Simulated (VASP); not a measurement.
# ZnCu in VASP: further runs

ZnCu is run at these levels: PBEsol; tasks: electric field gradients.

Program: VASP 6.6.1. These are calculated values, not measurements. Logs are shortened: lines on timing, memory, paths and dates and some standing lists are left out, and cuts for length are marked.

### 1 The cell of the first run

It takes space group P4/mmm (No. 123, tetragonal). Conventional cell: a = 2.916 Å, b = 2.916 Å, c = 2.945 Å, α = 90.00°, β = 90.00°, γ = 90.00°. Zn (site symmetry 4/mmm) has 8 Cu at 2.53 Å and 6 Zn at 2.92 to 2.94 Å within 3.3 Å. Cu (site symmetry 4/mmm) has 8 Zn at 2.53 Å and 6 Cu at 2.92 to 2.94 Å within 3.3 Å.

### 2 Electric field gradients, PBEsol (equal xx and yy strain of -1 %)

Contents of INCAR:

```
SYSTEM = ZnCu
PREC = Accurate
ENCUT = 520
EDIFF = 1E-8
ISMEAR = -1
SIGMA = 0.05
LREAL = .FALSE.
LASPH = .TRUE.
NELM = 100
ALGO = Normal
ISIF = 2
LWAVE = .FALSE.
LCHARG = .FALSE.
GGA = PS
LEFG = .TRUE.
NBANDS = 18
```

Contents of KPOINTS:

```
regular mesh
0
G
  14 14 14
  0 0 0
```

Contents of POSCAR:

```
ZnCu
1.0
    2.9155500000      0.0000000000      0.0000000000
    0.0000000000      2.9155500000      0.0000000000
    0.0000000000      0.0000000000      2.9450000000
Zn Cu
1 1
Direct
    0.5000000000      0.5000000000      0.5000000000
    0.0000000000      0.0000000000      0.0000000000
```

Potentials or basis: VASP PAW PBE potentials, release 64 (Zn, Cu).

Launch:

```
> cat potpaw_PBE.64/Zn/POTCAR potpaw_PBE.64/Cu/POTCAR > POTCAR
> mpirun -np 1 vasp_std > vasp.out
```

OUTCAR:

```text
SYSTEM = ZnCu
   PREC = Accurate
   ENCUT = 520
   EDIFF = 1E-8
   ISMEAR = -1
   LREAL = .FALSE.
   LASPH = .TRUE.
   NELM = 100
   ISIF = 2
   GGA = PS

 ion  position               nearest neighbor table
   1  0.500  0.500  0.500-   2 2.53   2 2.53   2 2.53   2 2.53   2 2.53   2 2.53   2 2.53   2 2.53

   2  0.000  0.000  0.000-   1 2.53   1 2.53   1 2.53   1 2.53   1 2.53   1 2.53   1 2.53   1 2.53

  LATTYP: Found a simple tetragonal cell.
 ALAT       =     2.9155500000
 C/A-ratio  =     1.0101010101

  Lattice vectors:

 A1 = (   2.9155500000,   0.0000000000,   0.0000000000)
 A2 = (   0.0000000000,   2.9155500000,   0.0000000000)
 A3 = (   0.0000000000,   0.0000000000,   2.9450000000)

Analysis of symmetry for initial positions (statically):
=====================================================================
 Subroutine PRICEL returns:
 Original cell was already a primitive cell.

 Routine SETGRP: Setting up the symmetry group for a
 simple tetragonal supercell.

 Subroutine GETGRP returns: Found 16 space group operations
 (whereof 16 operations were pure point group operations)
 out of a pool of 16 trial point group operations.

The static configuration has the point symmetry D_4h.

Analysis of symmetry for dynamics (positions and initial velocities):
=====================================================================
 Subroutine PRICEL returns:
 Original cell was already a primitive cell.

 Routine SETGRP: Setting up the symmetry group for a
 simple tetragonal supercell.

 Subroutine GETGRP returns: Found 16 space group operations
 (whereof 16 operations were pure point group operations)
 out of a pool of 16 trial point group operations.

The dynamic configuration has the point symmetry D_4h.

 Subroutine INISYM returns: Found 16 space group operations
 (whereof 16 operations are pure point group operations),
 and found     1 'primitive' translations

----------------------------------------------------------------------------------------

                                     Primitive cell

  volume of cell :      25.0338

  direct lattice vectors                    reciprocal lattice vectors
     2.915550000  0.000000000  0.000000000     0.342988458  0.000000000  0.000000000
     0.000000000  2.915550000  0.000000000     0.000000000  0.342988458  0.000000000
     0.000000000  0.000000000  2.945000000     0.000000000  0.000000000  0.339558574

  length of vectors
     2.915550000  2.915550000  2.945000000     0.342988458  0.342988458  0.339558574

  position of ions in fractional coordinates (direct lattice)
     0.500000000  0.500000000  0.500000000
     0.000000000  0.000000000  0.000000000

  ion indices of the primitive-cell ions
   primitive index   ion index
                 1           1
                 2           2

----------------------------------------------------------------------------------------

 KPOINTS: regular mesh

Automatic generation of k-mesh.
 Grid dimensions read from file:
 generate k-points for:   14   14   14

 Generating k-lattice:

  Cartesian coordinates                     Fractional coordinates (reciprocal lattice)
     0.024499176  0.000000000  0.000000000     0.071428571  0.000000000  0.000000000
     0.000000000  0.024499176  0.000000000     0.000000000  0.071428571  0.000000000
     0.000000000  0.000000000  0.024254184     0.000000000  0.000000000  0.071428571

  Length of vectors
     0.024499176  0.024499176  0.024254184

  Shift w.r.t. Gamma in fractional coordinates (k-lattice)
     0.000000000  0.000000000  0.000000000

 Subroutine IBZKPT returns following result:
 ===========================================

 Found    288 irreducible k-points:

 Following reciprocal coordinates:
            Coordinates               Weight
  0.000000  0.000000  0.000000      1.000000
  0.071429  0.000000  0.000000      4.000000
  0.142857  0.000000  0.000000      4.000000
  0.214286  0.000000  0.000000      4.000000
  0.285714  0.000000  0.000000      4.000000
  0.357143  0.000000  0.000000      4.000000
[... 16 lines left out ...]
  0.285714  0.214286  0.000000      8.000000
  0.357143  0.214286  0.000000      8.000000
 [... further k-points ...]
   k-points           NKPTS =    288   k-points in BZ     NKDIM =    288   number of bands    NBANDS=     18
   number of dos      NEDOS =    301   number of ions     NIONS =      2
   total plane-waves  NPLWV =  13824
   dimension x,y,z NGX =    24 NGY =   24 NGZ =   24
   dimension x,y,z NGXF=    48 NGYF=   48 NGZF=   48
   ions per type =               1   1
   NGX,Y,Z   is equivalent  to a cutoff of  13.68, 13.68, 13.55 a.u.
   NGXF,Y,Z  is equivalent  to a cutoff of  27.37, 27.37, 27.10 a.u.
 SYSTEM =  ZnCu
   PREC   = accura    normal or accurate (medium, high low for compatibility)
   ISTART =      0    job   : 0-new  1-cont  2-samecut
   ICHARG =      2    charge: 1-file 2-atom 10-const
   ISPIN  =      1    spin polarized calculation?
   LNONCOLLINEAR =      F non collinear calculations
   LSORBIT =      F    spin-orbit coupling
   LASPH  =      T    aspherical Exc in radial PAW
   ENCUT  =  520.0 eV  38.22 Ry    6.18 a.u.   5.42  5.42  5.48*2*pi/ulx,y,z
   NELM   =    100;   NELMIN=  2; NELMDL= -5     # of ELM steps
   EDIFF  = 0.1E-07   stopping-criterion for ELM
   LREAL  =      F    real-space projection
   EDIFFG = 0.1E-06   stopping-criterion for IOM
   NSW    =      0    number of steps for IOM
   IBRION =     -1    ionic relax: 0-MD 1-quasi-New 2-CG
   NFREE  =      0    steps in history (QN), initial steepest desc. (CG)
   ISIF   =      2    stress and relaxation
   ISYM   =      2    0-nonsym 1-usesym 2-fastsym
   POTIM  = 0.5000    time-step for ionic-motion
   TEBEG  =    0.0;   TEEND  =   0.0 temperature during run
   PSTRESS=    0.0 pullay stress
   NELECT =      23.0000    total number of electrons
   NUPDOWN=      -1.0000    fix difference up-down
   EMIN   =  10.00;   EMAX   =-10.00  energy-range for DOS
   EFERMI =   0.00;   METHOD = LEGACY
   ISMEAR =    -1;   SIGMA  =   0.05  broadening in eV -4-tet -1-fermi 0-gaus
   EFERMI_NEDOS =   21; number of points for ismear=-14 and -15
   IALGO  =     38    algorithm
   IMIX   =      4    mixing-type and parameters
     AMIX     =   0.40;   BMIX     =  1.00
     AMIX_MAG =   1.60;   BMIX_MAG =  1.00
  volume/ion in A,a.u.               =      12.52        84.47
  Fermi-wavevector in a.u.,A,eV,Ry     =   1.591507  3.007513 34.462143  2.532896
  Thomas-Fermi vector in A             =   2.690037
   LORBIT       =      0    0 simple, 1 ext, 2 COOP (PROOUT), +10 PAW based schemes
   GGA     = PS    functional components
   LHFCALC =     F    Hartree Fock is set to
   AEXX    =    0.0000 exact exchange contribution
   IVDW    =     0    specifies the selected vdW correction
   LEPSILON=     F    determine dielectric tensor
   LRPA    =     F    only Hartree local field effects (RPA)
 non-spin polarized calculation
  energy-cutoff  :      520.00
  volume of cell :       25.03
 maximum number of plane-waves:       699
 NGX is ok and might be reduce to    24
   NGX = 11   NGY = 11   NGZ = 11

 number of electron      22.9999989 magnetization

 Free energy of the ion-electron system (eV)
  ---------------------------------------------------
  ext. energy  EPLUGINS =         0.00000000
  ---------------------------------------------------
  free energy    TOTEN  =        -6.09827312 eV

  energy without entropy =       -6.09526826  energy(sigma->0) =       -6.09677069

 E-fermi :   5.5651     XC(G=0): -12.6793

 val. band max:        5.5415163738   @ k =   0.3571   0.2143   0.4286
 cond. band min:       5.5860574150   @ k =   0.4286   0.2143   0.3571
 fundamental gap:      0.0445410412
 Fermi energy:         5.5651145530

 k-point     1 :       0.0000    0.0000    0.0000
  band No.  band energies     occupation
      1      -4.9671      2.00000
      2      -2.3354      2.00000
      3      -2.3311      2.00000
      4      -1.6055      2.00000
      5      -1.6055      2.00000
      6      -1.5913      2.00000
[... 10 lines left out ...]
     17      18.1592      0.00000
     18      29.0647      0.00000
[... 463 lines left out ...]
 k-point    24 :       0.3571    0.2143    0.0000
  band No.  band energies     occupation
      1      -2.5219      2.00000
      2      -2.1244      2.00000
      3      -1.8677      2.00000
      4      -1.7882      2.00000
      5      -1.6618      2.00000
      6      -1.1594      2.00000
[... 10 lines left out ...]
     17      21.3892      0.00000
     18      22.3105      0.00000

 [... further k-points ...]

------------------------ aborting loop because EDIFF is reached ----------------------------------------

  FORCE on cell =-STRESS in cart. coord.  units (eV):
  Direction    XX          YY          ZZ          XY          YZ          ZX
  --------------------------------------------------------------------------------------
  -------------------------------------------------------------------------------------
  Total       -0.2282623     -0.2282623     -0.3204534      0.0000000      0.0000000      0.0000000
  in kB      -14.6089300    -14.6089300    -20.5092200      0.0000000      0.0000000      0.0000000
  external PRESSURE =     -16.5756933 kB  Pullay stress =       0.0000000 kB

 VOLUME and BASIS-vectors are now :
 -----------------------------------------------------------------------------
  energy-cutoff  :      520.00
  volume of cell :       25.03
      direct lattice vectors                 reciprocal lattice vectors
     2.915550000  0.000000000  0.000000000     0.342988458  0.000000000  0.000000000
     0.000000000  2.915550000  0.000000000     0.000000000  0.342988458  0.000000000
     0.000000000  0.000000000  2.945000000     0.000000000  0.000000000  0.339558574

 POSITION                                       TOTAL-FORCE (eV/Angst)
 -----------------------------------------------------------------------------------
      1.45778      1.45778      1.47250         0.000000      0.000000      0.000000
      0.00000      0.00000      0.00000         0.000000      0.000000      0.000000
 -----------------------------------------------------------------------------------
    total drift:                                0.000000      0.000000     -0.000000

  FREE ENERGIE OF THE ION-ELECTRON SYSTEM (eV)
  ---------------------------------------------------
  free  energy   TOTEN  =        -6.0982731199 eV

  energy  without entropy=       -6.0952682608  energy(sigma->0) =       -6.09677069

 Electric field gradients (V/A^2)
---------------------------------------------------------------------
 ion       V_xx      V_yy      V_zz      V_xy      V_xz      V_yz
---------------------------------------------------------------------
   1      -0.626    -0.626     1.252     0.000    -0.000    -0.000
   2      -1.134    -1.134     2.268     0.000     0.000     0.000
---------------------------------------------------------------------

 Electric field gradients after diagonalization (V/A^2)
 (convention: |V_zz| > |V_xx| > |V_yy|)
----------------------------------------------------------------------
 ion       V_xx      V_yy      V_zz     asymmetry (V_yy - V_xx)/ V_zz
----------------------------------------------------------------------
   1      -0.626    -0.626     1.252       0.000
   2      -1.134    -1.134     2.268       0.000
----------------------------------------------------------------------

           NMR quadrupolar parameters

 Cq : quadrupolar parameter    Cq=e*Q*V_zz/h
 eta: asymmetry parameters     (V_yy - V_xx)/ V_zz
 Q  : nuclear electric quadrupole moment in mb (millibarn)
----------------------------------------------------------------------
 ion       Cq(MHz)       eta       Q (mb)
----------------------------------------------------------------------
   1       0.003       0.000       1.000
   2       0.005       0.000       1.000
----------------------------------------------------------------------
```

It took 5.2 min on 1 thread of AMD EPYC 7R13, shared host; peak memory 0.22 GiB.

Results:

```yaml
Free_energy: -6.0983 eV
Pressure: -1.7 GPa
```

Stress tensor (GPa, compression positive):
```
-1.46  0.00  0.00
 0.00 -1.46  0.00
 0.00  0.00 -2.05
```

Levels at points of the mesh, in eV from the Fermi level:
| k point | band 10 | band 11 | band 12 | band 13 | band 14 | band 15 |
| --- | --- | --- | --- | --- | --- | --- |
| (0.00, 0.00, 0.00) | -2.78 | -2.77 | 6.02 | 6.37 | 6.37 | 11.26 |
| (0.50, 0.00, 0.00) | -3.33 | -2.86 | -2.01 | 11.66 | 11.99 | 12.27 |
| (0.50, 0.50, 0.00) | -2.51 | -1.94 | -1.94 | 1.89 | 2.23 | 13.92 |
| (0.00, 0.00, 0.50) | -3.33 | -2.84 | -2.08 | 11.89 | 11.89 | 12.52 |
| (0.50, 0.00, 0.50) | -2.53 | -2.02 | -2.00 | 1.80 | 2.12 | 14.18 |
| (0.50, 0.50, 0.50) | -2.50 | 3.96 | 4.35 | 4.35 | 4.39 | 4.53 |

Electric field gradients, principal values (V/Å²):
```
atom   least  middle  greatest (by size)
1 Zn  -0.626  -0.626               1.252
2 Cu  -1.134  -1.134               2.268
```

Caveat: the cell differs from its parent crystal (equal xx and yy strain of -1 %); without QUAD_EFG the Cq values of the log hold for a quadrupole moment of 1 mb, not for the nuclei; the PAW data sets were made with another functional, which shifts forces and pressure a little.

### 3 Electric field gradients, PBEsol (zz strain of -1 %)

Contents of INCAR:

```
  PREC = Accurate
  ENCUT = 520
  EDIFF = 1E-8
  ISMEAR = -1
  SIGMA = 0.05
  LREAL = F
  LASPH = T
  NELM = 100
  ALGO = Normal
  ISIF = 2
  LWAVE = F
  LCHARG = F
  GGA = PS
  LEFG = T
  NBANDS = 18
```

Contents of KPOINTS:

```
Automatic mesh
0
Gamma
  14 14 14
```

Contents of POSCAR:

```
ZnCu
1.0
    2.9450000000      0.0000000000      0.0000000000
    0.0000000000      2.9450000000      0.0000000000
    0.0000000000      0.0000000000      2.9155500000
Zn Cu
1 1
Direct
    0.5000000000      0.5000000000      0.5000000000
    0.0000000000      0.0000000000      0.0000000000
```

Potentials or basis: VASP PAW PBE potentials, release 64 (Zn, Cu).

Launch:

```
> cat potpaw_PBE.64/Zn/POTCAR potpaw_PBE.64/Cu/POTCAR > POTCAR
> mpirun -np 1 vasp_std > vasp.out
```

OUTCAR:

```text
PREC = Accurate
   ENCUT = 520
   EDIFF = 1E-8
   ISMEAR = -1
   LREAL = F
   LASPH = T
   NELM = 100
   ISIF = 2
   GGA = PS

 ion  position               nearest neighbor table
   1  0.500  0.500  0.500-   2 2.54   2 2.54   2 2.54   2 2.54   2 2.54   2 2.54   2 2.54   2 2.54

   2  0.000  0.000  0.000-   1 2.54   1 2.54   1 2.54   1 2.54   1 2.54   1 2.54   1 2.54   1 2.54

  LATTYP: Found a simple tetragonal cell.
 ALAT       =     2.9450000000
 C/A-ratio  =     0.9900000000

  Lattice vectors:

 A1 = (   2.9450000000,   0.0000000000,   0.0000000000)
 A2 = (   0.0000000000,   2.9450000000,   0.0000000000)
 A3 = (   0.0000000000,   0.0000000000,   2.9155500000)

Analysis of symmetry for initial positions (statically):
=====================================================================
 Subroutine PRICEL returns:
 Original cell was already a primitive cell.

 Routine SETGRP: Setting up the symmetry group for a
[... 694 lines left out ...]
  volume of cell :       25.29
      direct lattice vectors                 reciprocal lattice vectors
     2.945000000  0.000000000  0.000000000     0.339558574  0.000000000  0.000000000
     0.000000000  2.945000000  0.000000000     0.000000000  0.339558574  0.000000000
     0.000000000  0.000000000  2.915550000     0.000000000  0.000000000  0.342988458

 POSITION                                       TOTAL-FORCE (eV/Angst)
 -----------------------------------------------------------------------------------
      1.47250      1.47250      1.45778         0.000000      0.000000      0.000000
      0.00000      0.00000      0.00000         0.000000      0.000000      0.000000
 -----------------------------------------------------------------------------------
    total drift:                                0.000000      0.000000     -0.000000

  FREE ENERGIE OF THE ION-ELECTRON SYSTEM (eV)
  ---------------------------------------------------
  free  energy   TOTEN  =        -6.0947488331 eV

  energy  without entropy=       -6.0917221093  energy(sigma->0) =       -6.09323547

 Electric field gradients (V/A^2)
---------------------------------------------------------------------
 ion       V_xx      V_yy      V_zz      V_xy      V_xz      V_yz
---------------------------------------------------------------------
   1       0.635     0.635    -1.270    -0.000    -0.000    -0.000
   2       1.115     1.115    -2.229     0.000     0.000    -0.000
---------------------------------------------------------------------

 Electric field gradients after diagonalization (V/A^2)
 (convention: |V_zz| > |V_xx| > |V_yy|)
----------------------------------------------------------------------
 ion       V_xx      V_yy      V_zz     asymmetry (V_yy - V_xx)/ V_zz
----------------------------------------------------------------------
   1       0.635     0.635    -1.270       0.000
   2       1.115     1.115    -2.229       0.000
----------------------------------------------------------------------

           NMR quadrupolar parameters

 Cq : quadrupolar parameter    Cq=e*Q*V_zz/h
 eta: asymmetry parameters     (V_yy - V_xx)/ V_zz
 Q  : nuclear electric quadrupole moment in mb (millibarn)
----------------------------------------------------------------------
 ion       Cq(MHz)       eta       Q (mb)
----------------------------------------------------------------------
   1      -0.003       0.000       1.000
   2      -0.005       0.000       1.000
----------------------------------------------------------------------
```

Run time: 4.5 min. Hardware: 1 thread of AMD EPYC 7R13, shared host; peak memory 0.22 GiB.

What came out:

```
Free energy : -6.0947 eV
Pressure    : -2.9 GPa
```

Levels at points of the mesh, in eV from the Fermi level:
| k point | band 9 | band 10 | band 11 | band 12 | band 13 | band 14 | band 15 | band 16 |
| --- | --- | --- | --- | --- | --- | --- | --- | --- |
| (0.00, 0.00, 0.00) | -2.76 | -2.75 | -2.75 | 6.10 | 6.10 | 6.46 | 11.22 | 11.37 |
| (0.50, 0.00, 0.00) | -3.33 | -3.29 | -2.83 | -2.04 | 11.61 | 11.94 | 12.23 | 12.58 |
| (0.50, 0.50, 0.00) | -2.90 | -2.53 | -2.00 | -2.00 | 1.72 | 2.05 | 14.16 | 15.76 |
| (0.00, 0.00, 0.50) | -3.33 | -3.33 | -2.84 | -1.98 | 11.72 | 11.72 | 12.33 | 12.33 |
| (0.50, 0.00, 0.50) | -2.91 | -2.51 | -1.94 | -1.92 | 1.82 | 2.15 | 13.90 | 15.48 |
| (0.50, 0.50, 0.50) | -2.50 | -2.48 | 3.89 | 4.31 | 4.35 | 4.35 | 4.47 | 4.55 |

Electric field gradients, principal values (V/Å²):
```csv
atom,least,middle,greatest (by size)
1 Zn,0.635,0.635,-1.270
2 Cu,1.115,1.115,-2.229
```

Caveat: the cell differs from its parent crystal (zz strain of -1 %); without QUAD_EFG the Cq values of the log hold for a quadrupole moment of 1 mb, not for the nuclei; the PAW data sets were made with another functional, which shifts forces and pressure a little.

(Part 1 of 2 ends here.)
